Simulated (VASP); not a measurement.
# ZrOF2 (P4/mmm) in VASP: relaxation of cell and atoms with PBE

Aim: the relaxation of cell and atoms of ZrOF2 with PBE.

All numbers are computed with VASP 6.6.1; they aren't measurements. Logs are shortened: lines on timing, memory, paths and dates and some standing lists are left out, and cuts for length are marked.

## 1. The cell of the first run

It takes space group P4/mmm (No. 123, tetragonal). The conventional cell has a = 3.986 Å, b = 3.986 Å, c = 3.801 Å, α = 90.00°, β = 90.00°, γ = 90.00°. Zr (site symmetry 4/mmm) has 4 F at 1.99 Å within 2.6 Å. Within 3.6 Å of O (site symmetry 4/mmm) lie 8 F at 2.75 Å and 8 Zr at 3.40 Å. F (site symmetry mmm) has 2 Zr at 1.99 Å within 2.6 Å.

## 2. Relaxation of cell and atoms, PBE

Contents of INCAR:

```
ALGO = Normal ; EDIFF = 1E-7
EDIFFG = -0.01 ; ENCUT = 600
GGA = PE ; IBRION = 2
ISIF = 3 ; ISMEAR = 0
LASPH = T ; LCHARG = F
LREAL = F ; LWAVE = F
NELM = 100 ; NSW = 100
PREC = Accurate ; SIGMA = 0.1
```

Contents of KPOINTS:

```
k-points
0
Gamma
  12 12 12
```

Contents of POSCAR:

```
ZrOF2
1.0
    3.9859582156      0.0000000000      0.0000000000
    0.0000000000      3.9859582156      0.0000000000
    0.0000000000      0.0000000000      3.8014662577
Zr O F
1 1 2
Direct
    0.5000000000      0.5000000000      0.5000000000
    0.0000000000      0.0000000000      0.0000000000
    0.5000000000      0.0000000000      0.5000000000
    0.0000000000      0.5000000000      0.5000000000
```

Potentials or basis: VASP PAW PBE potentials, release 64 (Zr_sv, O, F).

Run with:

```sh
> cat potpaw_PBE.64/Zr_sv/POTCAR potpaw_PBE.64/O/POTCAR potpaw_PBE.64/F/POTCAR > POTCAR
> mpirun -np 1 vasp_std > vasp.out
```

OUTCAR:

```text
EDIFF = 1E-7
   EDIFFG = -0.01
   ENCUT = 600
   GGA = PE
   IBRION = 2
   ISIF = 3
   ISMEAR = 0
   LASPH = T
   LREAL = F
   NELM = 100
   NSW = 100
   PREC = Accurate

 ion  position               nearest neighbor table
   1  0.500  0.500  0.500-   3 1.99   4 1.99   3 1.99   4 1.99
   2  0.000  0.000  0.000-
   3  0.500  0.000  0.500-   1 1.99   1 1.99
   4  0.000  0.500  0.500-   1 1.99   1 1.99

  LATTYP: Found a simple tetragonal cell.
 ALAT       =     3.9859582156
 C/A-ratio  =     0.9537145279

  Lattice vectors:

 A1 = (   3.9859582156,   0.0000000000,   0.0000000000)
 A2 = (   0.0000000000,   3.9859582156,   0.0000000000)
 A3 = (   0.0000000000,   0.0000000000,   3.8014662577)

Analysis of symmetry for initial positions (statically):
=====================================================================
 Subroutine PRICEL returns:
 Original cell was already a primitive cell.

 Routine SETGRP: Setting up the symmetry group for a
 simple tetragonal supercell.

 Subroutine GETGRP returns: Found 16 space group operations
 (whereof 16 operations were pure point group operations)
 out of a pool of 16 trial point group operations.

The static configuration has the point symmetry D_4h.

Analysis of symmetry for dynamics (positions and initial velocities):
=====================================================================
 Subroutine PRICEL returns:
 Original cell was already a primitive cell.

 Routine SETGRP: Setting up the symmetry group for a
 simple tetragonal supercell.

 Subroutine GETGRP returns: Found 16 space group operations
 (whereof 16 operations were pure point group operations)
 out of a pool of 16 trial point group operations.

The dynamic configuration has the point symmetry D_4h.

 Subroutine INISYM returns: Found 16 space group operations
 (whereof 16 operations are pure point group operations),
 and found     1 'primitive' translations

----------------------------------------------------------------------------------------

                                     Primitive cell

  volume of cell :      60.3972

  direct lattice vectors                    reciprocal lattice vectors
     3.985958216  0.000000000  0.000000000     0.250880703  0.000000000  0.000000000
     0.000000000  3.985958216  0.000000000     0.000000000  0.250880703  0.000000000
     0.000000000  0.000000000  3.801466258     0.000000000  0.000000000  0.263056393

  length of vectors
     3.985958216  3.985958216  3.801466258     0.250880703  0.250880703  0.263056393

  position of ions in fractional coordinates (direct lattice)
     0.500000000  0.500000000  0.500000000
     0.000000000  0.000000000  0.000000000
     0.500000000  0.000000000  0.500000000
     0.000000000  0.500000000  0.500000000

  ion indices of the primitive-cell ions
   primitive index   ion index
                 1           1
                 2           2
                 3           3
                 4           4

----------------------------------------------------------------------------------------

 KPOINTS: k-points

Automatic generation of k-mesh.
 Grid dimensions read from file:
 generate k-points for:   12   12   12

 Generating k-lattice:

  Cartesian coordinates                     Fractional coordinates (reciprocal lattice)
     0.020906725  0.000000000  0.000000000     0.083333333  0.000000000  0.000000000
     0.000000000  0.020906725  0.000000000     0.000000000  0.083333333  0.000000000
     0.000000000  0.000000000  0.021921366     0.000000000  0.000000000  0.083333333

  Length of vectors
     0.020906725  0.020906725  0.021921366

  Shift w.r.t. Gamma in fractional coordinates (k-lattice)
     0.000000000  0.000000000  0.000000000

 Subroutine IBZKPT returns following result:
 ===========================================

 Found    196 irreducible k-points:

 Following reciprocal coordinates:
            Coordinates               Weight
  0.000000  0.000000  0.000000      1.000000
  0.083333  0.000000  0.000000      4.000000
  0.166667  0.000000  0.000000      4.000000
  0.250000  0.000000  0.000000      4.000000
  0.333333  0.000000  0.000000      4.000000
  0.416667  0.000000  0.000000      4.000000
[... 16 lines left out ...]
  0.333333  0.333333  0.000000      4.000000
  0.416667  0.333333  0.000000      8.000000
 [... further k-points ...]
   k-points           NKPTS =    196   k-points in BZ     NKDIM =    196   number of bands    NBANDS=     20
   number of dos      NEDOS =    301   number of ions     NIONS =      4
   total plane-waves  NPLWV =  30720
   dimension x,y,z NGX =    32 NGY =   32 NGZ =   30
   dimension x,y,z NGXF=    64 NGYF=   64 NGZF=   60
   ions per type =               1   1   2
   NGX,Y,Z   is equivalent  to a cutoff of  13.35, 13.35, 13.12 a.u.
   NGXF,Y,Z  is equivalent  to a cutoff of  26.69, 26.69, 26.24 a.u.
 SYSTEM =  unknown system
   PREC   = accura    normal or accurate (medium, high low for compatibility)
   ISTART =      0    job   : 0-new  1-cont  2-samecut
   ICHARG =      2    charge: 1-file 2-atom 10-const
   ISPIN  =      1    spin polarized calculation?
   LNONCOLLINEAR =      F non collinear calculations
   LSORBIT =      F    spin-orbit coupling
   LASPH  =      T    aspherical Exc in radial PAW
   ENCUT  =  600.0 eV  44.10 Ry    6.64 a.u.   7.96  7.96  7.59*2*pi/ulx,y,z
   NELM   =    100;   NELMIN=  2; NELMDL= -5     # of ELM steps
   EDIFF  = 0.1E-06   stopping-criterion for ELM
   LREAL  =      F    real-space projection
   EDIFFG = -.1E-01   stopping-criterion for IOM
   NSW    =    100    number of steps for IOM
   IBRION =      2    ionic relax: 0-MD 1-quasi-New 2-CG
   NFREE  =      1    steps in history (QN), initial steepest desc. (CG)
   ISIF   =      3    stress and relaxation
   ISYM   =      2    0-nonsym 1-usesym 2-fastsym
   POTIM  = 0.5000    time-step for ionic-motion
   TEBEG  =    0.0;   TEEND  =   0.0 temperature during run
   PSTRESS=    0.0 pullay stress
   NELECT =      32.0000    total number of electrons
   NUPDOWN=      -1.0000    fix difference up-down
   EMIN   =  10.00;   EMAX   =-10.00  energy-range for DOS
   EFERMI =   0.00;   METHOD = LEGACY
   ISMEAR =     0;   SIGMA  =   0.10  broadening in eV -4-tet -1-fermi 0-gaus
   EFERMI_NEDOS =   21; number of points for ismear=-14 and -15
   IALGO  =     38    algorithm
   IMIX   =      4    mixing-type and parameters
     AMIX     =   0.40;   BMIX     =  1.00
     AMIX_MAG =   1.60;   BMIX_MAG =  1.00
  volume/ion in A,a.u.               =      15.10       101.90
  Fermi-wavevector in a.u.,A,eV,Ry     =   1.324705  2.503330 23.876105  1.754844
  Thomas-Fermi vector in A             =   2.454220
   LORBIT       =      0    0 simple, 1 ext, 2 COOP (PROOUT), +10 PAW based schemes
   GGA     = PE    functional components
   LHFCALC =     F    Hartree Fock is set to
   AEXX    =    0.0000 exact exchange contribution
   IVDW    =     0    specifies the selected vdW correction
   LEPSILON=     F    determine dielectric tensor
   LRPA    =     F    only Hartree local field effects (RPA)
 conjugate gradient relaxation of ions
 non-spin polarized calculation
 Gauss-broadening in eV      SIGMA  =   0.10
  energy-cutoff  :      600.00
  volume of cell :       60.40
 maximum number of plane-waves:      2048
 NGX is ok and might be reduce to    32
   NGX = 15   NGY = 15   NGZ = 15

--------------------------------------- Ionic step        1  -------------------------------------------

 number of electron      32.0000018 magnetization

 Free energy of the ion-electron system (eV)
  ---------------------------------------------------
  ext. energy  EPLUGINS =         0.00000000
  ---------------------------------------------------
  free energy    TOTEN  =       -24.15175605 eV

  energy without entropy =      -24.13017738  energy(sigma->0) =      -24.14096671

------------------------ aborting loop because EDIFF is reached ----------------------------------------

  FORCE on cell =-STRESS in cart. coord.  units (eV):
  Direction    XX          YY          ZZ          XY          YZ          ZX
  --------------------------------------------------------------------------------------
  -------------------------------------------------------------------------------------
  Total        0.2363905      0.2363905     -0.2695168      0.0000000      0.0000000      0.0000000
  in kB        6.2708161      6.2708161     -7.1495688      0.0000000      0.0000000      0.0000000
  external PRESSURE =       1.7973545 kB  Pullay stress =       0.0000000 kB
[... 137 lines left out ...]
  energy  without entropy=      -24.1310023990  energy(sigma->0) =      -24.14225215

--------------------------------------- Ionic step        5  -------------------------------------------

 number of electron      32.0000014 magnetization

 Free energy of the ion-electron system (eV)
  ---------------------------------------------------
  ext. energy  EPLUGINS =         0.00000000
  ---------------------------------------------------
  free energy    TOTEN  =       -24.15383773 eV

  energy without entropy =      -24.13111395  energy(sigma->0) =      -24.14247584

 E-fermi :   3.6338     XC(G=0):  -9.7139

 val. band max:        3.6321666109   @ k =   0.1667   0.0833   0.1667
 cond. band min:       3.6375367596   @ k =   0.2500   0.1667   0.0000
 fundamental gap:      0.0053701487
 Fermi energy:         3.6338416225

 k-point     1 :       0.0000    0.0000    0.0000
  band No.  band energies     occupation
      1     -47.6591      2.00000
      2     -25.8049      2.00000
      3     -25.8049      2.00000
      4     -25.4286      2.00000
      5     -22.1271      2.00000
      6     -22.1161      2.00000
[... 12 lines left out ...]
     19       4.5864      0.00000
[... 513 lines left out ...]
      4     -25.4136      2.00000
      5     -20.7646      2.00000
      6     -20.4605      2.00000
[... 12 lines left out ...]
     19       5.9505      0.00000
     20       6.4873      0.00000

 [... further k-points ...]
[... 5 lines left out ...]
  --------------------------------------------------------------------------------------
  -------------------------------------------------------------------------------------
  Total        0.0032631      0.0032631     -0.0069771      0.0000000      0.0000000      0.0000000
  in kB        0.0872427      0.0872427     -0.1865438      0.0000000      0.0000000      0.0000000
  external PRESSURE =      -0.0040195 kB  Pullay stress =       0.0000000 kB
[... 19 lines left out ...]
  FREE ENERGIE OF THE ION-ELECTRON SYSTEM (eV)
  ---------------------------------------------------
  free  energy   TOTEN  =       -24.1538377271 eV

  energy  without entropy=      -24.1311139523  energy(sigma->0) =      -24.14247584

 reached required accuracy - stopping structural energy minimisation
```

It took 14 min on 1 thread of Oxide Virtual Turin-like, shared host; peak memory 0.38 GiB.

What came out:

| Quantity | Value |
| --- | --- |
| Free energy | -24.1538 eV |
| Relaxed volume | 14.98 Å³/atom |
| Relaxed cell | a = 3.994 Å, b = 3.994 Å, c = 3.757 Å, α = 90.00°, β = 90.00°, γ = 90.00° |
| Space group after relaxing (to 0.05 Å) | P4/mmm (No. 123) |
| Energy gained by relaxing | 0.5 meV/atom |
| Ionic steps | 5 |
| Pressure after relaxing | 0.0 GPa |
| Band gap on the k mesh | zero (band 16 reaches 3.67 eV, above the bottom of band 17 at 3.48 eV) |

Step by step:
```
step  energy change (eV)  largest force (eV/Å)  pressure (GPa)  volume (Å³)
   1              0.0000                0.0000            0.18        60.40
   2             -0.0009                0.0000           -0.55        60.54
   3             -0.0009                0.0000           -0.44        60.52
   4             -0.0017                0.0000           -0.24        60.24
   5             -0.0021                0.0000            0.00        59.92
```

Final structure:
```yaml
crystal:
  lattice:
    - [3.99379, 0.00000, 0.00000]
    - [0.00000, 3.99379, 0.00000]
    - [0.00000, 0.00000, 3.75695]
  atoms:
    - { symbol: Zr, position: [0.50000, 0.50000, 0.50000] }
    - { symbol: O, position: [0.00000, 0.00000, 0.00000] }
    - { symbol: F, position: [0.50000, 0.00000, 0.50000] }
    - { symbol: F, position: [0.00000, 0.50000, 0.50000] }
```

Levels at points of the mesh, in eV from the Fermi level:
```csv
k point,band 12,band 13,band 14,band 15,band 16,band 17,band 18,band 19,band 20
"(0.00, 0.00, 0.00)",-6.33,-6.22,-1.54,-0.31,-0.31,0.13,0.62,0.95,0.95
"(0.50, 0.00, 0.00)",-6.38,-6.36,-2.34,-0.28,-0.03,0.39,1.01,2.20,2.46
"(0.50, 0.50, 0.00)",-6.88,-5.59,-1.07,-1.03,-1.03,-0.15,2.40,2.40,3.20
"(0.00, 0.00, 0.50)",-6.26,-6.26,-1.11,-1.11,-0.80,0.71,1.01,1.01,2.16
"(0.50, 0.00, 0.50)",-6.75,-6.59,-0.71,-0.44,-0.31,0.21,1.69,2.12,2.34
"(0.50, 0.50, 0.50)",-7.34,-5.58,-0.55,-0.55,-0.01,2.10,2.10,2.86,3.29
```
